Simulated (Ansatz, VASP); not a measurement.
VCo: VASP beside Ansatz

```
V Co
1.0
     2.89043    0.00000    0.00000
     0.00000    2.89043    0.00000
     0.00000    0.00000    2.89043
V Co
1 1
Direct
  0.00000 0.00000 0.00000
  0.50000 0.50000 0.50000
```

Alike in both runs: task single point; functional LDA; k mesh 10 × 10 × 10; collinear spin.

```csv
,VASP,Ansatz
version,VASP 6.6.1,Ansatz 0.2.0
potentials or method,"VASP PAW LDA potentials, release 64 (V_sv, Co), cutoff 520 eV","plane waves, PAW"
occupations,"fermi-dirac, width 0.1 eV",fermi-dirac
valence electrons in the cell,22,30
```

```tsv
	VASP	Ansatz	Ansatz less VASP
net moment per atom (μB)	0.73	0.81	+0.088
size of the moment on the site where the two differ most (μB)	0.91	1.05	+0.136
```

LDA's correlation is that of Perdew and Zunger in VASP and of Perdew and Wang (1992) in Ansatz. Site moments also hang on the region over which each program counts them. VASP's potentials hold 22 valence electrons a cell and Ansatz's 30, so a difference there can come from the potentials and not from the codes.
